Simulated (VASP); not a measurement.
# VO2 (P4_2/mnm) in VASP: further runs

VO2 is run at these levels: LDA+U; tasks: single point.

Program: VASP 6.6.1. These are calculated values, not measurements. Logs are shortened: lines on timing, memory, paths and dates and some standing lists are left out, and cuts for length are marked.

### Step 1. The cell of the first run

The structure is tetragonal, space group P4_2/mnm (No. 136). Conventional cell: a = 4.598 Å, b = 4.598 Å, c = 2.851 Å, α = 90.00°, β = 90.00°, γ = 90.00°. Within 2.6 Å of V (site symmetry mmm) lie 6 O at 1.93 to 1.95 Å. O (site symmetry m2m) has 3 V at 1.93 to 1.95 Å and 1 O at 2.60 Å within 2.6 Å.

### Step 2. Single point, LDA+U, collinear spin, ferromagnetic start

File INCAR:

```
SYSTEM = VO2
PREC     = Accurate       ! precision mode
ENCUT    = 600            ! plane-wave cutoff, eV
EDIFF    = 1E-6           ! SCF threshold, eV
ISMEAR   = 0              ! smearing method
SIGMA    = 0.05           ! smearing width, eV
LREAL    = .FALSE.        ! projectors in reciprocal space
LASPH    = .TRUE.         ! aspherical terms in the spheres
NELM     = 200            ! most SCF steps
ALGO     = Normal         ! electronic algorithm
ISIF     = 2              ! what is computed and relaxed
LWAVE    = .FALSE.        ! write WAVECAR
LCHARG   = .FALSE.        ! write CHGCAR
ISPIN    = 2              ! spin polarisation
MAGMOM   = 2 2 0 0 0 0    ! initial moments
LORBIT   = 11             ! projections on sites
LMAXMIX  = 4              ! l up to which the mixer works
LDAU     = .TRUE.         ! DFT+U
LDAUTYPE = 2            
LDAUL    = 2 -1           ! shell
LDAUU    = 5.6 0          ! U, eV
LDAUJ    = 0 0          
LDAUPRINT= 1            
NBANDS   = 38             ! bands
GGA_COMPAT= .FALSE.
```

File KPOINTS:

```
regular mesh
0
G
  5 5 8
  0 0 0
```

File POSCAR:

```
VO2
1.0
    4.5983000000      0.0000000000      0.0000000000
    0.0000000000      4.5983000000      0.0000000000
    0.0000000000      0.0000000000      2.8514000000
V O
2 4
Direct
    0.0000000000      0.0000000000      0.0000000000
    0.5000000000      0.5000000000      0.5000000000
    0.6999000000      0.6999000000      0.0000000000
    0.8001000000      0.1999000000      0.5000000000
    0.3001000000      0.3001000000      0.0000000000
    0.1999000000      0.8001000000      0.5000000000
```

Potentials or basis: VASP PAW LDA potentials, release 64 (V_sv, O).

Launch:

```console
cat potpaw_LDA.64/V_sv/POTCAR potpaw_LDA.64/O/POTCAR > POTCAR
mpirun -np 1 vasp_std > vasp.out
```

OUTCAR:

```text
SYSTEM = VO2
   PREC = Accurate
   ENCUT = 600
   EDIFF = 1E-6
   ISMEAR = 0
   LREAL = .FALSE.
   LASPH = .TRUE.
   NELM = 200
   ISIF = 2
   ISPIN = 2
   LORBIT = 11

 ion  position               nearest neighbor table
   1  0.000  0.000  0.000-   4 1.93   6 1.93   4 1.93   6 1.93   5 1.95   3 1.95
   2  0.500  0.500  0.500-   3 1.93   5 1.93   3 1.93   5 1.93   4 1.95   6 1.95
   3  0.700  0.700  0.000-   2 1.93   2 1.93   1 1.95
   4  0.800  0.200  0.500-   1 1.93   1 1.93   2 1.95
   5  0.300  0.300  0.000-   2 1.93   2 1.93   1 1.95
   6  0.200  0.800  0.500-   1 1.93   1 1.93   2 1.95

  LATTYP: Found a simple tetragonal cell.
 ALAT       =     4.5983000000
 C/A-ratio  =     0.6200987321

  Lattice vectors:

 A1 = (   4.5983000000,   0.0000000000,   0.0000000000)
 A2 = (   0.0000000000,   4.5983000000,   0.0000000000)
 A3 = (   0.0000000000,   0.0000000000,   2.8514000000)

Analysis of symmetry for initial positions (statically):
=====================================================================
 Subroutine PRICEL returns:
 Original cell was already a primitive cell.

 Routine SETGRP: Setting up the symmetry group for a
 simple tetragonal supercell.

 Subroutine GETGRP returns: Found 16 space group operations
 (whereof  8 operations were pure point group operations)
 out of a pool of 16 trial point group operations.

The static configuration has the point symmetry D_2h.
 The point group associated with its full space group is D_4h.

Analysis of symmetry for dynamics (positions and initial velocities):
=====================================================================
 Subroutine PRICEL returns:
 Original cell was already a primitive cell.

 Routine SETGRP: Setting up the symmetry group for a
 simple tetragonal supercell.

 Subroutine GETGRP returns: Found 16 space group operations
 (whereof  8 operations were pure point group operations)
 out of a pool of 16 trial point group operations.

The dynamic configuration has the point symmetry D_2h.
 The point group associated with its full space group is D_4h.

Analysis of structural, dynamic, and magnetic symmetry:
=====================================================================
 Subroutine PRICEL returns:
 Original cell was already a primitive cell.

 Routine SETGRP: Setting up the symmetry group for a
 simple tetragonal supercell.

 Subroutine GETGRP returns: Found 16 space group operations
 (whereof  8 operations were pure point group operations)
 out of a pool of 16 trial point group operations.

The overall configuration has the point symmetry D_2h.
 The point group associated with its full space group is D_4h.

 Subroutine INISYM returns: Found 16 space group operations
 (whereof  8 operations are pure point group operations),
 and found     1 'primitive' translations

----------------------------------------------------------------------------------------

                                     Primitive cell

  volume of cell :      60.2910

  direct lattice vectors                    reciprocal lattice vectors
     4.598300000  0.000000000  0.000000000     0.217471674  0.000000000  0.000000000
[... 160 lines left out ...]
  o =  0.1061  v =  0.0000  0.0000  0.0000  0.0000  0.0000  0.0000 -0.7071  0.0000 -0.7071 -0.0000      0.0000  0.0000  0.0000  0.0000  0.0000  0.0000  0.0000  0.0000  0.0000  0.0000
  o =  0.1089  v =  0.0000  0.0000  0.0000  0.0000  0.0000 -0.0000  0.0000 -0.0000  0.0000 -1.0000      0.0000  0.0000  0.0000  0.0000  0.0000  0.0000  0.0000  0.0000  0.0000  0.0000
  o =  0.1360  v =  0.0000 -0.7071  0.0000 -0.7071 -0.0000  0.0000  0.0000  0.0000  0.0000  0.0000      0.0000  0.0000  0.0000  0.0000  0.0000  0.0000  0.0000  0.0000  0.0000  0.0000
  o =  0.1428  v =  0.0000 -0.0000 -0.0000  0.0000  1.0000  0.0000  0.0000  0.0000  0.0000  0.0000      0.0000  0.0000  0.0000  0.0000  0.0000  0.0000  0.0000  0.0000  0.0000  0.0000
  o =  0.2850  v =  0.0000  0.0000  0.0000  0.0000  0.0000 -0.8527 -0.0000  0.5223  0.0000  0.0000      0.0000  0.0000  0.0000  0.0000  0.0000  0.0000  0.0000  0.0000  0.0000  0.0000
  o =  0.2899  v =  0.0000  0.0000  0.0000  0.0000  0.0000  0.0000 -0.7071  0.0000  0.7071 -0.0000      0.0000  0.0000  0.0000  0.0000  0.0000  0.0000  0.0000  0.0000  0.0000  0.0000
  o =  0.3235  v =  0.0000 -0.7071  0.0000  0.7071 -0.0000  0.0000  0.0000  0.0000  0.0000  0.0000      0.0000  0.0000  0.0000  0.0000  0.0000  0.0000  0.0000  0.0000  0.0000  0.0000
  o =  0.3606  v = -0.8773  0.0000  0.4800  0.0000  0.0000  0.0000  0.0000  0.0000  0.0000  0.0000      0.0000  0.0000  0.0000  0.0000  0.0000  0.0000  0.0000  0.0000  0.0000  0.0000
  o =  0.9424  v = -0.4800  0.0000 -0.8773  0.0000 -0.0000  0.0000  0.0000  0.0000  0.0000  0.0000      0.0000  0.0000  0.0000  0.0000  0.0000  0.0000  0.0000  0.0000  0.0000  0.0000

atom =   2  type =  1  l = 2

 onsite density matrix

spin component  1

  0.4946  0.0000 -0.2450  0.0000  0.0000
  0.0000  0.2298  0.0000  0.0937  0.0000
 -0.2450  0.0000  0.8084  0.0000  0.0000
  0.0000  0.0937  0.0000  0.2298  0.0000
  0.0000  0.0000  0.0000  0.0000  0.1428

spin component  2

  0.2257  0.0000  0.0968  0.0000  0.0000
  0.0000  0.1980  0.0000  0.0919  0.0000
  0.0968  0.0000  0.1270  0.0000 -0.0000
  0.0000  0.0919  0.0000  0.1980  0.0000
  0.0000  0.0000 -0.0000  0.0000  0.1089

 occupancies and eigenvectors

  o =  0.0677  v =  0.0000  0.0000  0.0000  0.0000  0.0000 -0.5223  0.0000  0.8527  0.0000  0.0000      0.0000  0.0000  0.0000  0.0000  0.0000  0.0000  0.0000  0.0000  0.0000  0.0000
  o =  0.1061  v =  0.0000  0.0000  0.0000  0.0000  0.0000  0.0000  0.7071  0.0000 -0.7071  0.0000      0.0000  0.0000  0.0000  0.0000  0.0000  0.0000  0.0000  0.0000  0.0000  0.0000
  o =  0.1089  v =  0.0000  0.0000  0.0000  0.0000  0.0000  0.0000  0.0000  0.0000  0.0000 -1.0000      0.0000  0.0000  0.0000  0.0000  0.0000  0.0000  0.0000  0.0000  0.0000  0.0000
  o =  0.1360  v =  0.0000  0.7071  0.0000 -0.7071  0.0000  0.0000  0.0000  0.0000  0.0000  0.0000      0.0000  0.0000  0.0000  0.0000  0.0000  0.0000  0.0000  0.0000  0.0000  0.0000
  o =  0.1428  v =  0.0000  0.0000 -0.0000  0.0000 -1.0000  0.0000  0.0000  0.0000  0.0000  0.0000      0.0000  0.0000  0.0000  0.0000  0.0000  0.0000  0.0000  0.0000  0.0000  0.0000
  o =  0.2850  v =  0.0000  0.0000  0.0000  0.0000  0.0000 -0.8527  0.0000 -0.5223  0.0000 -0.0000      0.0000  0.0000  0.0000  0.0000  0.0000  0.0000  0.0000  0.0000  0.0000  0.0000
  o =  0.2899  v =  0.0000  0.0000  0.0000  0.0000  0.0000  0.0000  0.7071  0.0000  0.7071  0.0000      0.0000  0.0000  0.0000  0.0000  0.0000  0.0000  0.0000  0.0000  0.0000  0.0000
  o =  0.3235  v =  0.0000 -0.7071  0.0000 -0.7071 -0.0000  0.0000  0.0000  0.0000  0.0000  0.0000      0.0000  0.0000  0.0000  0.0000  0.0000  0.0000  0.0000  0.0000  0.0000  0.0000
  o =  0.3606  v = -0.8773  0.0000 -0.4800  0.0000  0.0000  0.0000  0.0000  0.0000  0.0000  0.0000      0.0000  0.0000  0.0000  0.0000  0.0000  0.0000  0.0000  0.0000  0.0000  0.0000
  o =  0.9424  v = -0.4800  0.0000  0.8773  0.0000 -0.0000  0.0000  0.0000  0.0000  0.0000  0.0000      0.0000  0.0000  0.0000  0.0000  0.0000  0.0000  0.0000  0.0000  0.0000  0.0000

 number of electron      50.0000001 magnetization       1.9999866

 Free energy of the ion-electron system (eV)
  ---------------------------------------------------
  ext. energy  EPLUGINS =         0.00000000
  ---------------------------------------------------
  free energy    TOTEN  =       -47.89033883 eV

  energy without entropy =      -47.89033883  energy(sigma->0) =      -47.89033883

 E-fermi :   4.9984     XC(G=0): -12.2384

 val. band max:        4.7811004459   @ k =   0.0000   0.0000   0.0000
 cond. band min:       6.2195485294   @ k =   0.4000   0.2000   0.5000
 fundamental gap:      1.4384480835
 Fermi energy:         4.9983968059

 spin component 1

 k-point     1 :       0.0000    0.0000    0.0000
  band No.  band energies     occupation
      1     -60.2815      1.00000
      2     -60.2733      1.00000
      3     -34.7999      1.00000
      4     -34.7999      1.00000
      5     -34.2904      1.00000
      6     -34.2904      1.00000
[... 1913 lines left out ...]
     36      16.5853      0.00000
     37      18.1221      0.00000

 [... further k-points ...]

 [bands above 37 left out]

------------------------ aborting loop because EDIFF is reached ----------------------------------------

  FORCE on cell =-STRESS in cart. coord.  units (eV):
  Direction    XX          YY          ZZ          XY          YZ          ZX
  --------------------------------------------------------------------------------------
  -------------------------------------------------------------------------------------
  Total       -3.3671786     -3.3671786      4.1897385      0.0000000      0.0000000      0.0000000
  in kB      -89.4795893    -89.4795893    111.3383423      0.0000000      0.0000000      0.0000000
  external PRESSURE =     -22.5402788 kB  Pullay stress =       0.0000000 kB

 VOLUME and BASIS-vectors are now :
 -----------------------------------------------------------------------------
  energy-cutoff  :      600.00
  volume of cell :       60.29
      direct lattice vectors                 reciprocal lattice vectors
     4.598300000  0.000000000  0.000000000     0.217471674  0.000000000  0.000000000
     0.000000000  4.598300000  0.000000000     0.000000000  0.217471674  0.000000000
     0.000000000  0.000000000  2.851400000     0.000000000  0.000000000  0.350704917

 POSITION                                       TOTAL-FORCE (eV/Angst)
 -----------------------------------------------------------------------------------
      0.00000      0.00000      0.00000         0.000000      0.000000      0.000000
      2.29915      2.29915      1.42570         0.000000      0.000000      0.000000
      3.21835      3.21835      0.00000         0.115295      0.115295      0.000000
      3.67910      0.91920      1.42570        -0.115295      0.115295      0.000000
      1.37995      1.37995      0.00000        -0.115295     -0.115295     -0.000000
      0.91920      3.67910      1.42570         0.115295     -0.115295      0.000000
 -----------------------------------------------------------------------------------
    total drift:                                0.000000     -0.000000     -0.000000

  FREE ENERGIE OF THE ION-ELECTRON SYSTEM (eV)
  ---------------------------------------------------
  free  energy   TOTEN  =       -47.8903388348 eV

  energy  without entropy=      -47.8903388348  energy(sigma->0) =      -47.89033883

 total charge

# of ion       s       p       d       tot
------------------------------------------
    1        2.301   6.355   2.731  11.387
    2        2.301   6.355   2.731  11.387
    3        1.553   3.492   0.000   5.045
    4        1.553   3.492   0.000   5.045
    5        1.553   3.492   0.000   5.045
    6        1.553   3.492   0.000   5.045
--------------------------------------------------
tot         10.813  26.680   5.462  42.955

 magnetization (x)

# of ion       s       p       d       tot
------------------------------------------
    1        0.011   0.010   1.045   1.067
    2        0.011   0.010   1.045   1.067
    3       -0.002  -0.042   0.000  -0.044
    4       -0.002  -0.042   0.000  -0.044
    5       -0.002  -0.042   0.000  -0.044
    6       -0.002  -0.042   0.000  -0.044
--------------------------------------------------
tot          0.014  -0.145   2.090   1.959
```

It took 1.9 min on 1 thread of Intel Xeon Platinum 8488C (Sapphire Rapids), shared host; peak memory 0.25 GiB.

Results:

- Free energy: -47.8903 eV
- Pressure: -2.3 GPa
- Largest force: 0.163 eV/Å
- Band gap on the k mesh: 1.44 eV (least direct gap 1.77 eV)
- Net moment: 2.00 μB per cell
- Site moments: V +1.07; O -0.04 μB
- Valence electrons inside the program's atomic spheres: V 11.39; O 5.04

Forces on the atoms (eV/Å):
```
V    0.000  0.000  0.000
V    0.000  0.000  0.000
O    0.115  0.115  0.000
O   -0.115  0.115  0.000
O   -0.115 -0.115  0.000
O    0.115 -0.115  0.000
```

Stress tensor (GPa, compression positive):
```
-8.95  0.00  0.00
 0.00 -8.95  0.00
 0.00  0.00 11.13
```

Eigenvalues of the final occupation matrices:
| site | spin | trace | eigenvalues |
| --- | --- | --- | --- |
| site 1 d | 1 | 1.91 | 0.14 0.14 0.32 0.36 0.94 |
| site 1 d | 2 | 0.86 | 0.07 0.11 0.11 0.29 0.29 |
| site 2 d | 1 | 1.91 | 0.14 0.14 0.32 0.36 0.94 |
| site 2 d | 2 | 0.86 | 0.07 0.11 0.11 0.29 0.29 |

Caveat: the stress differs along the axes, from -9 to 11 GPa. The state reached can hang on the start; a lower one may exist.

### Step 3. Single point, LDA+U, collinear spin, ferromagnetic start

File INCAR:

```
ALGO = Normal
EDIFF = 1E-6
ENCUT = 600
GGA_COMPAT = False
ISIF = 2
ISMEAR = 0
ISPIN = 2
LASPH = True
LCHARG = False
LDAU = True
LDAUJ = 0 0
LDAUL = 2 -1
LDAUPRINT = 1
LDAUTYPE = 2
LDAUU = 5.6 0
LMAXMIX = 4
LORBIT = 11
LREAL = False
LWAVE = False
MAGMOM = 0.2 0.2 0 0 0 0
NBANDS = 38
NELM = 200
PREC = Accurate
SIGMA = 0.05
```

File KPOINTS:

```
k-points
0
Gamma
  5 5 8
```

POSCAR is that of step 2.

Potentials or basis: VASP PAW LDA potentials, release 64 (V_sv, O).

Launch:

```console
cat potpaw_LDA.64/V_sv/POTCAR potpaw_LDA.64/O/POTCAR > POTCAR
mpirun -np 1 vasp_std > vasp.out
```

Wall time 1.8 min (1 thread of Intel Xeon Platinum 8488C (Sapphire Rapids), shared host); peak memory 0.25 GiB.

Results (log left out):

| Property | Result |
| --- | --- |
| Free energy | -47.8903 eV |
| Pressure | -2.2 GPa |
| Largest force | 0.162 eV/Å |
| Band gap on the k mesh | 1.44 eV (least direct gap 1.77 eV) |
| Net moment | 2.00 μB per cell |
| Site moments | V +1.07; O -0.04 μB |
| Valence electrons inside the program's atomic spheres | V 11.39; O 5.04 |

Forces in eV/Å, atoms in the order of the input:
```
V    0.000  0.000  0.000
V    0.000  0.000  0.000
O    0.115  0.115  0.000
O   -0.115  0.115  0.000
O   -0.115 -0.115  0.000
O    0.115 -0.115  0.000
```

Stress tensor (GPa, compression positive):
```
-8.89  0.00  0.00
 0.00 -8.89  0.00
 0.00  0.00 11.15
```

Levels at points of the mesh, in eV from the valence-band top:
Spin up:
| k point | band 23 | band 24 | band 25 | band 26 | band 27 | band 28 | band 29 | band 30 |
| --- | --- | --- | --- | --- | --- | --- | --- | --- |
| (0.00, 0.00, 0.00) | -0.71 | -0.58 | -0.58 | 0.00 | 1.84 | 1.93 | 1.93 | 2.47 |
| (0.00, 0.00, 0.50) | -1.71 | -1.71 | -1.03 | -1.03 | 2.43 | 2.43 | 3.04 | 3.04 |
Spin down:
```tsv
k point	band 20	band 21	band 22	band 23	band 24	band 25	band 26	band 27	band 28	band 29
(0.00, 0.00, 0.00)	-2.11	-0.73	-0.64	-0.64	-0.05	2.65	2.73	2.77	2.77	2.81
(0.00, 0.00, 0.50)	-3.29	-2.47	-2.47	-1.68	-1.68	3.17	3.17	3.66	3.66	4.27
```

Eigenvalues of the final occupation matrices:
```csv
site,spin,trace,eigenvalues
site 1 d,1,1.91,0.14 0.14 0.32 0.36 0.94
site 1 d,2,0.86,0.07 0.11 0.11 0.29 0.29
site 2 d,1,1.91,0.14 0.14 0.32 0.36 0.94
site 2 d,2,0.86,0.07 0.11 0.11 0.29 0.29
```

Caveat: the stress differs along the axes, from -9 to 11 GPa. The state reached can hang on the start; a lower one may exist.
